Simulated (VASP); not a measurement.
Input of a VASP 6.6.1 run:

File INCAR:

```
PREC = Accurate
ENCUT = 600
EDIFF = 1E-7
ISMEAR = 0
SIGMA = 0.1
LREAL = F
LASPH = T
NELM = 80
ALGO = Fast
ISIF = 3
LWAVE = F
LCHARG = F
GGA = PE
IBRION = 2
NSW = 100
EDIFFG = -0.01
```

The input KPOINTS:

```
Automatic mesh
0
Gamma
  18 18 10
```

File POSCAR:

```
Li2Ta
1.0
    3.1399841393      0.0000000000      0.0000000000
   -1.5699920697      2.7193060321      0.0000000000
    0.0000000000      0.0000000000      4.8699142527
Li Ta
2 1
Direct
    0.3333333333      0.6666666667      0.5000000000
    0.6666666667      0.3333333333      0.5000000000
    0.0000000000      0.0000000000      0.0000000000
```

Potentials or basis: VASP PAW PBE potentials, release 64 (Li_sv, Ta_pv).

Command:

```bash
$ cat potpaw_PBE.64/Li_sv/POTCAR potpaw_PBE.64/Ta_pv/POTCAR > POTCAR
$ mpirun -np 1 vasp_std > vasp.out
```

Q: Estimate the space group after relaxing (to 0.05 Å).

A: P6/mmm (No. 191).

Q: Estimate the relaxed volume.

A: 13.84 Å³/atom.

Final structure:
```yaml
crystal:
  lattice:
    - [3.14029, 0.00000, 0.00000]
    - [-1.57015, 2.71957, 0.00000]
    - [0.00000, 0.00000, 4.85995]
  atoms:
    - { symbol: Li, position: [0.33333, 0.66667, 0.50000] }
    - { symbol: Li, position: [0.66667, 0.33333, 0.50000] }
    - { symbol: Ta, position: [0.00000, 0.00000, 0.00000] }
```

Caveat: the cutoff is under 1.25 times the usual one of these potentials, so pressure, stress and relaxed cells hold a basis-set (Pulay) error.
